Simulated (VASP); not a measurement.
# B: single point with PBEsol

B:

```xyz
1
Lattice="1.6514 0.0000 0.0000 -0.8257 1.4301 0.0000 0.0000 0.0000 3.7445" Properties=species:S:1:pos:R:3 pbc="T T T"
B     0.0000    0.0000    0.0000
```

This cell differs from its parent crystal: strain -0.030 along x and y, +0.030 along z.

```
Program             : VASP 6.6.1
Task                : single point
Functional          : PBEsol
Potentials or basis : VASP PAW PBE potentials, release 64 (B)
Cutoff              : 520 eV
k mesh              : 33 × 33 × 14
Occupations         : gaussian, width 0.15 eV
Spin                : no spin polarisation
```

```
Pressure : 20.6 GPa
```

Stress tensor (GPa, compression positive):
```
31.54  0.00  0.00
 0.00 31.54  0.00
 0.00  0.00 -1.25
```

Levels at points of the mesh, in eV from the Fermi level:
```tsv
k point	band 1	band 2	band 3	band 4	band 5	band 6	band 7
(0.00, 0.00, 0.00)	-17.95	-7.74	1.61	23.78	27.01	27.01	29.39
(0.00, 0.00, 0.50)	-17.71	-9.29	7.65	12.17	27.01	27.01	44.10
```

Wall time 27 s on 1 thread of Intel Xeon 6975P-C (shared host), peak memory 0.15 GiB.

Caveat: the cell differs from its parent crystal (strain -0.030 along x and y, +0.030 along z); the PAW data sets were made with another functional, which shifts forces and pressure a little.
